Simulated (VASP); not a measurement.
# WS2 (P1) in VASP: a series of runs

Runs on WS2. Level: PBE. Tasks: single point.

All numbers are computed with VASP 6.6.1; they aren't measurements. Logs are shortened: lines on timing, memory, paths and dates and some standing lists are left out, and cuts for length are marked.

## (1) The cell of the first run

The typed cell holds 6 atoms: a = 3.188 Å, b = 3.188 Å, c = 14.775 Å, α = 90.00°, β = 90.00°, γ = 120.00°.

## (2) Single point, PBE (atoms displaced along a vibrational mode)

Input file INCAR:

```
PREC = Accurate
ENCUT = 520
EDIFF = 1E-6
ISMEAR = 0
SIGMA = 0.05
LREAL = F
LASPH = T
NELM = 80
ALGO = Normal
ISIF = 2
LWAVE = F
LCHARG = F
GGA = PE
NBANDS = 35
```

Input file KPOINTS:

```
Automatic mesh
0
Gamma
  12 12 2
```

Input file POSCAR:

```
WS2
1.0
    3.1877810946      0.0000000000      0.0000000000
   -1.5938905473      2.7606994096      0.0000000000
    0.0000000000      0.0000000000     14.7749679767
W S
2 4
Direct
    0.3333333333      0.6666666667      0.2500000000
    0.6666666667      0.3333333333      0.7500000000
    0.3228367995      0.6589826706      0.6436696682
    0.6666666667      0.3333333333      0.1436696682
    0.3438298672      0.6743506627      0.8563303318
    0.6666666667      0.3333333333      0.3563303318
```

Potentials or basis: VASP PAW PBE potentials, release 64 (W_sv, S).

The run is started by

```bash
$ cat potpaw_PBE.64/W_sv/POTCAR potpaw_PBE.64/S/POTCAR > POTCAR
$ mpirun -np 1 vasp_std > vasp.out
```

OUTCAR:

```text
PREC = Accurate
   ENCUT = 520
   EDIFF = 1E-6
   ISMEAR = 0
   LREAL = F
   LASPH = T
   NELM = 80
   ISIF = 2
   GGA = PE

 ion  position               nearest neighbor table
   1  0.333  0.667  0.250-   4 2.42   6 2.42   4 2.42   6 2.42   4 2.42   6 2.42
   2  0.667  0.333  0.750-   3 2.40   5 2.40   5 2.41   3 2.43   3 2.44   5 2.44
   3  0.323  0.659  0.644-   2 2.40   2 2.43   2 2.44
   4  0.667  0.333  0.144-   1 2.42   1 2.42   1 2.42
   5  0.344  0.674  0.856-   2 2.40   2 2.41   2 2.44
   6  0.667  0.333  0.356-   1 2.42   1 2.42   1 2.42

  LATTYP: Found a hexagonal cell.
 ALAT       =     3.1877810946
 C/A-ratio  =     4.6348753375

  Lattice vectors:

 A1 = (   3.1877810946,   0.0000000000,   0.0000000000)
 A2 = (  -1.5938905473,   2.7606994096,   0.0000000000)
 A3 = (   0.0000000000,   0.0000000000,  14.7749679767)

Analysis of symmetry for initial positions (statically):
=====================================================================
 Subroutine PRICEL returns:
 Original cell was already a primitive cell.

 Routine SETGRP: Setting up the symmetry group for a
 hexagonal supercell.

 Subroutine GETGRP returns: Found  1 space group operations
 (whereof  1 operations were pure point group operations)
 out of a pool of 24 trial point group operations.

The static configuration has the point symmetry C_1 .

Analysis of symmetry for dynamics (positions and initial velocities):
=====================================================================
 Subroutine PRICEL returns:
 Original cell was already a primitive cell.

 Routine SETGRP: Setting up the symmetry group for a
 hexagonal supercell.

 Subroutine GETGRP returns: Found  1 space group operations
 (whereof  1 operations were pure point group operations)
 out of a pool of 24 trial point group operations.

The dynamic configuration has the point symmetry C_1 .

 Subroutine INISYM returns: Found  1 space group operations
 (whereof  1 operations are pure point group operations),
 and found     1 'primitive' translations

----------------------------------------------------------------------------------------

                                     Primitive cell

  volume of cell :     130.0272

  direct lattice vectors                    reciprocal lattice vectors
     3.187781095  0.000000000  0.000000000     0.313697826  0.181113524  0.000000000
    -1.593890547  2.760699410  0.000000000     0.000000000  0.362227049  0.000000000
     0.000000000  0.000000000 14.774967977     0.000000000  0.000000000  0.067682042

  length of vectors
     3.187781095  3.187781095 14.774967977     0.362227049  0.362227049  0.067682042

  position of ions in fractional coordinates (direct lattice)
     0.333333333  0.666666667  0.250000000
     0.666666667  0.333333333  0.750000000
     0.322836800  0.658982671  0.643669668
     0.666666667  0.333333333  0.143669668
     0.343829867  0.674350663  0.856330332
     0.666666667  0.333333333  0.356330332

  ion indices of the primitive-cell ions
   primitive index   ion index
                 1           1
                 2           2
                 3           3
                 4           4
                 5           5
                 6           6

----------------------------------------------------------------------------------------

 KPOINTS: Automatic mesh

Automatic generation of k-mesh.
 Grid dimensions read from file:
 generate k-points for:   12   12    2

 Generating k-lattice:

  Cartesian coordinates                     Fractional coordinates (reciprocal lattice)
     0.026141486  0.015092794  0.000000000     0.083333333  0.000000000  0.000000000
     0.000000000  0.030185587  0.000000000     0.000000000  0.083333333  0.000000000
     0.000000000  0.000000000  0.033841021     0.000000000  0.000000000  0.500000000

  Length of vectors
     0.030185587  0.030185587  0.033841021

  Shift w.r.t. Gamma in fractional coordinates (k-lattice)
     0.000000000  0.000000000  0.000000000

 Subroutine IBZKPT returns following result:
 ===========================================

 Found    148 irreducible k-points:

 Following reciprocal coordinates:
            Coordinates               Weight
  0.000000  0.000000  0.000000      1.000000
  0.083333  0.000000  0.000000      2.000000
  0.000000  0.083333  0.000000      2.000000
 -0.083333  0.083333  0.000000      2.000000
  0.166667  0.000000  0.000000      2.000000
  0.000000  0.166667  0.000000      2.000000
[... 16 lines left out ...]
  0.166667  0.083333  0.000000      2.000000
 -0.083333  0.250000  0.000000      2.000000
 [... further k-points ...]
   k-points           NKPTS =    148   k-points in BZ     NKDIM =    148   number of bands    NBANDS=     35
   number of dos      NEDOS =    301   number of ions     NIONS =      6
   total plane-waves  NPLWV =  64512
   dimension x,y,z NGX =    24 NGY =   24 NGZ =  112
   dimension x,y,z NGXF=    48 NGYF=   48 NGZF=  224
   ions per type =               2   4
   NGX,Y,Z   is equivalent  to a cutoff of  12.52, 12.52, 12.60 a.u.
   NGXF,Y,Z  is equivalent  to a cutoff of  25.03, 25.03, 25.20 a.u.
 SYSTEM =  unknown system
   PREC   = accura    normal or accurate (medium, high low for compatibility)
   ISTART =      0    job   : 0-new  1-cont  2-samecut
   ICHARG =      2    charge: 1-file 2-atom 10-const
   ISPIN  =      1    spin polarized calculation?
   LNONCOLLINEAR =      F non collinear calculations
   LSORBIT =      F    spin-orbit coupling
   LASPH  =      T    aspherical Exc in radial PAW
   ENCUT  =  520.0 eV  38.22 Ry    6.18 a.u.   5.93  5.93 27.47*2*pi/ulx,y,z
   NELM   =     80;   NELMIN=  2; NELMDL= -5     # of ELM steps
   EDIFF  = 0.1E-05   stopping-criterion for ELM
   LREAL  =      F    real-space projection
   EDIFFG = 0.1E-04   stopping-criterion for IOM
   NSW    =      0    number of steps for IOM
   IBRION =     -1    ionic relax: 0-MD 1-quasi-New 2-CG
   NFREE  =      0    steps in history (QN), initial steepest desc. (CG)
   ISIF   =      2    stress and relaxation
   ISYM   =      2    0-nonsym 1-usesym 2-fastsym
   POTIM  = 0.5000    time-step for ionic-motion
   TEBEG  =    0.0;   TEEND  =   0.0 temperature during run
   PSTRESS=    0.0 pullay stress
   NELECT =      52.0000    total number of electrons
   NUPDOWN=      -1.0000    fix difference up-down
   EMIN   =  10.00;   EMAX   =-10.00  energy-range for DOS
   EFERMI =   0.00;   METHOD = LEGACY
   ISMEAR =     0;   SIGMA  =   0.05  broadening in eV -4-tet -1-fermi 0-gaus
   EFERMI_NEDOS =   21; number of points for ismear=-14 and -15
   IALGO  =     38    algorithm
   IMIX   =      4    mixing-type and parameters
     AMIX     =   0.40;   BMIX     =  1.00
     AMIX_MAG =   1.60;   BMIX_MAG =  1.00
  volume/ion in A,a.u.               =      21.67       146.24
  Fermi-wavevector in a.u.,A,eV,Ry     =   1.206140  2.279275 19.793413  1.454775
  Thomas-Fermi vector in A             =   2.341816
   LORBIT       =      0    0 simple, 1 ext, 2 COOP (PROOUT), +10 PAW based schemes
   GGA     = PE    functional components
   LHFCALC =     F    Hartree Fock is set to
   AEXX    =    0.0000 exact exchange contribution
   IVDW    =     0    specifies the selected vdW correction
   LEPSILON=     F    determine dielectric tensor
   LRPA    =     F    only Hartree local field effects (RPA)
 non-spin polarized calculation
 Gauss-broadening in eV      SIGMA  =   0.05
  energy-cutoff  :      520.00
  volume of cell :      130.03
 maximum number of plane-waves:      3524
   NGX = 11   NGY = 11   NGZ = 55

 number of electron      52.0000002 magnetization

 Free energy of the ion-electron system (eV)
  ---------------------------------------------------
  ext. energy  EPLUGINS =         0.00000000
  ---------------------------------------------------
  free energy    TOTEN  =       -47.35517350 eV

  energy without entropy =      -47.35517350  energy(sigma->0) =      -47.35517350

 E-fermi :   5.1105     XC(G=0):  -9.5405

 val. band max:        4.7574245517   @ k =   0.0000   0.0000   0.0000
 cond. band min:       6.3871206895   @ k =   0.3333   0.3333   0.0000
 fundamental gap:      1.6296961379
 Fermi energy:         5.1104681106

 k-point     1 :       0.0000    0.0000    0.0000
  band No.  band energies     occupation
      1     -69.4670      2.00000
      2     -69.4667      2.00000
      3     -33.6952      2.00000
      4     -33.6950      2.00000
      5     -33.5514      2.00000
      6     -33.5511      2.00000
[... 27 lines left out ...]
     34       7.6198      0.00000
     35       9.6206      0.00000

 k-point     2 :       0.0833    0.0000    0.0000
  band No.  band energies     occupation
      1     -69.4659      2.00000
      2     -69.4656      2.00000
      3     -33.6912      2.00000
      4     -33.6910      2.00000
      5     -33.5736      2.00000
      6     -33.5733      2.00000
[... 27 lines left out ...]
     34       7.6808      0.00000
     35      10.1039      0.00000

 k-point     3 :       0.0000    0.0833    0.0000
  band No.  band energies     occupation
      1     -69.4659      2.00000
      2     -69.4656      2.00000
      3     -33.6912      2.00000
      4     -33.6910      2.00000
      5     -33.5735      2.00000
      6     -33.5733      2.00000
[... 27 lines left out ...]
     34       7.6717      0.00000
     35      10.1043      0.00000
[... 723 lines left out ...]
 k-point    23 :       0.1667    0.0833    0.0000
  band No.  band energies     occupation
      1     -69.4603      2.00000
      2     -69.4601      2.00000
      3     -33.6819      2.00000
      4     -33.6815      2.00000
      5     -33.6708      2.00000
      6     -33.6707      2.00000
[... 27 lines left out ...]
     34       8.6349      0.00000
     35      11.3619      0.00000

 k-point    24 :      -0.0833    0.2500    0.0000
  band No.  band energies     occupation
      1     -69.4603      2.00000
      2     -69.4601      2.00000
      3     -33.6816      2.00000
      4     -33.6815      2.00000
      5     -33.6708      2.00000
      6     -33.6707      2.00000
[... 27 lines left out ...]
     34       8.6315      0.00000
     35      11.3629      0.00000

 [... further k-points ...]

------------------------ aborting loop because EDIFF is reached ----------------------------------------

  FORCE on cell =-STRESS in cart. coord.  units (eV):
  Direction    XX          YY          ZZ          XY          YZ          ZX
  --------------------------------------------------------------------------------------
  -------------------------------------------------------------------------------------
  Total       -0.0122383     -0.0122861      0.0185836      0.0009074     -0.6448668     -0.6448654
  in kB       -0.1507983     -0.1513875      0.2289845      0.0111805     -7.9459608     -7.9459438
  external PRESSURE =      -0.0244004 kB  Pullay stress =       0.0000000 kB

 VOLUME and BASIS-vectors are now :
 -----------------------------------------------------------------------------
  energy-cutoff  :      520.00
  volume of cell :      130.03
      direct lattice vectors                 reciprocal lattice vectors
     3.187781095  0.000000000  0.000000000     0.313697826  0.181113524  0.000000000
    -1.593890547  2.760699410  0.000000000     0.000000000  0.362227049  0.000000000
     0.000000000  0.000000000 14.774967977     0.000000000  0.000000000  0.067682042

 POSITION                                       TOTAL-FORCE (eV/Angst)
 -----------------------------------------------------------------------------------
     -0.00000      1.84047      3.69374        -0.000001      0.000000      0.000000
      1.59389      0.92023     11.08123        -0.014209     -0.000000      0.000354
     -0.02121      1.81925      9.51020         0.212550      0.205413     -0.014874
      1.59389      0.92023      2.12271         0.000022      0.000022     -0.003651
      0.02121      1.86168     12.65225        -0.198342     -0.205413      0.014518
      1.59389      0.92023      5.26477        -0.000021     -0.000022      0.003652
 -----------------------------------------------------------------------------------
    total drift:                                0.000002      0.000001      0.000001

  FREE ENERGIE OF THE ION-ELECTRON SYSTEM (eV)
  ---------------------------------------------------
  free  energy   TOTEN  =       -47.3551735009 eV

  energy  without entropy=      -47.3551735009  energy(sigma->0) =      -47.35517350
```

Run time: 7 min. Hardware: 1 thread of Intel Xeon Platinum 8488C (Sapphire Rapids), shared host; peak memory 0.62 GiB.

Results:

```yaml
Free_energy: -47.3552 eV
Pressure: 0.0 GPa
Largest_force: 0.296 eV/Å
Band_gap_on_the_k_mesh: 1.63 eV (least direct gap 1.80 eV)
```

Forces in eV/Å, atoms in the order of the input:
```
W    0.000  0.000  0.000
W   -0.014  0.000  0.000
S    0.213  0.205 -0.015
S    0.000  0.000 -0.004
S   -0.198 -0.205  0.015
S    0.000  0.000  0.004
```

Caveat: the cell differs from its parent crystal (atoms displaced along a vibrational mode); spin-orbit coupling is left out, which moves the levels of the heavy elements. A k mesh can miss the band edges.

## (3) Single point, PBE (atoms displaced along a vibrational mode)

Input file INCAR:

```
SYSTEM = WS2
ALGO = Normal ; EDIFF = 1E-6
ENCUT = 520 ; GGA = PE
ISIF = 2 ; ISMEAR = 0
LASPH = .True. ; LCHARG = .False.
LREAL = .False. ; LWAVE = .False.
NBANDS = 35 ; NELM = 80
PREC = Accurate ; SIGMA = 0.05
```

Input file KPOINTS:

```
k-points
0
Gamma
  12 12 2
  0 0 0
```

POSCAR, as its differences from that of step 2:

```diff
@@ -10,5 +10,5 @@
     0.6666666667      0.3333333333      0.7500000000
-    0.3228367995      0.6589826706      0.6436696682
+    0.2965954649      0.6397726804      0.6436696682
     0.6666666667      0.3333333333      0.1436696682
-    0.3438298672      0.6743506627      0.8563303318
+    0.3700712018      0.6935606529      0.8563303318
     0.6666666667      0.3333333333      0.3563303318
```

Potentials or basis: VASP PAW PBE potentials, release 64 (W_sv, S).

The run is started by

```bash
$ cat potpaw_PBE.64/W_sv/POTCAR potpaw_PBE.64/S/POTCAR > POTCAR
$ mpirun -np 1 vasp_std > vasp.out
```

Run time: 7.2 min. Hardware: 1 thread of Intel Xeon Platinum 8488C (Sapphire Rapids), shared host; peak memory 0.61 GiB.

Results (log left out):

```yaml
Free_energy: -47.2572 eV
Pressure: 0.3 GPa
Largest_force: 1.088 eV/Å
Band_gap_on_the_k_mesh: 1.62 eV (least direct gap 1.78 eV)
```

Forces in eV/Å, atoms in the order of the input:
```
W    0.000  0.000  0.000
W   -0.174  0.000  0.015
S    0.804  0.718 -0.148
S    0.000  0.000 -0.004
S   -0.631 -0.717  0.133
S    0.000  0.000  0.004
```

Stress tensor (GPa, compression positive):
```
 0.15  0.01 -2.78
 0.01  0.15 -2.78
-2.78 -2.78  0.51
```

Levels at points of the mesh, in eV from the valence-band top:
| k point | band 22 | band 23 | band 24 | band 25 | band 26 | band 27 | band 28 | band 29 | band 30 | band 31 |
| --- | --- | --- | --- | --- | --- | --- | --- | --- | --- | --- |
| (0.00, 0.00, 0.00) | -1.81 | -1.81 | -1.81 | -0.42 | 0.00 | 2.47 | 2.51 | 2.68 | 2.68 | 2.82 |
| (0.50, 0.00, 0.00) | -2.33 | -1.47 | -1.45 | -1.12 | -1.05 | 2.62 | 2.64 | 3.04 | 3.11 | 3.70 |
| (0.00, 0.50, 0.00) | -2.33 | -1.47 | -1.45 | -1.12 | -1.07 | 2.62 | 2.64 | 3.04 | 3.11 | 3.71 |
| (0.50, 0.50, 0.00) | -2.33 | -1.47 | -1.44 | -1.12 | -1.09 | 2.62 | 2.64 | 3.03 | 3.10 | 3.72 |
| (0.00, 0.00, 0.50) | -1.81 | -1.81 | -1.81 | -0.20 | -0.17 | 2.47 | 2.51 | 2.68 | 2.68 | 2.82 |
| (0.50, 0.00, 0.50) | -2.33 | -1.47 | -1.46 | -1.12 | -1.05 | 2.62 | 2.64 | 3.07 | 3.09 | 3.79 |
| (0.00, 0.50, 0.50) | -2.33 | -1.47 | -1.45 | -1.12 | -1.07 | 2.62 | 2.64 | 3.06 | 3.09 | 3.81 |
| (0.50, 0.50, 0.50) | -2.34 | -1.47 | -1.44 | -1.12 | -1.09 | 2.62 | 2.64 | 3.06 | 3.09 | 3.83 |

Caveat: the cell differs from its parent crystal (atoms displaced along a vibrational mode); spin-orbit coupling is left out, which moves the levels of the heavy elements; forces of over 1 eV/Å act on the atoms, so gaps and moduli don't describe the material at rest.

[end of part 1 of 2]
